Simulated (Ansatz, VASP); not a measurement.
## Two plane-wave programs on InSb

INCAR

```
PREC = Accurate ; ENCUT = 520
EDIFF = 1E-6 ; ISMEAR = 0
SIGMA = 0.15 ; LREAL = False
LASPH = True ; NELM = 80
ALGO = Normal ; ISIF = 2
LWAVE = False ; LCHARG = False
GGA = PE ; NBANDS = 16
```

File KPOINTS:

```
Automatic mesh
0
Gamma
  12 12 12
```

POSCAR

```
InSb
1.0
    0.0000000000      3.1111634483      3.2289429878
    2.8854449576      0.0000000000      3.2289429878
    2.8854449576      3.1111634483      0.0000000000
In Sb
1 1
Direct
    0.0000000000      0.0000000000      0.0000000000
    0.5000000000      0.5000000000      0.5000000000
```

Input for Ansatz:

```yaml
crystal:
  lattice:
    - [0.0, 3.1111634483, 3.2289429878]
    - [2.8854449576, 0.0, 3.2289429878]
    - [2.8854449576, 3.1111634483, 0.0]
  atoms:
    - { symbol: In, position: [0.0, 0.0, 0.0] }
    - { symbol: Sb, position: [0.5, 0.5, 0.5] }
basis:
  ecutwfc: 420
kpoints:
  mp_grid: { grid: [12, 12, 12] }
hamiltonian:
  xc: pbe
  pseudopotentials: { kind: paw, azcp: { folder: soft_1 } }
scf:
  occupations: { method: gaussian, width: 0.15 }
output:
  forces: true
  stress: true
  eigenvalues: true
  write_density: true
  write_potential: true
  elf: true
  volumetric_format: npy
```

Change from the starting cell: strain +e along x and -e along y -0.0367, strain +e along z and -e/2 along x and y +0.0500.

Alike in both runs: task single point; functional PBE; k mesh 12 × 12 × 12; occupations gaussian, width 0.15 eV; no spin polarisation.

|  | VASP | Ansatz |
| --- | --- | --- |
| version | VASP 6.6.1 | Ansatz 0.2.0 |
| potentials or method | VASP PAW PBE potentials, release 64 (In_d, Sb), cutoff 520 eV | scalar-relativistic, plane waves, PAW |
| valence electrons in the cell | 18 | 28 |

```csv
,VASP,Ansatz,Ansatz less VASP
gap on the k mesh at the Fermi level (eV),none,none,-
pressure (GPa),1.2,1.2,+0.04
"traceless stress, the component that is largest in VASP (GPa)",6.03,6.04,+0.013
```

A gap of «none» marks a metal or a gap that the smearing closes. The functional is the same, so the differences come from potentials, cutoffs and numerics. VASP's potentials hold 18 valence electrons a cell and Ansatz's 28, so a difference there can come from the potentials and not from the codes.

Neither program's run includes spin-orbit coupling.
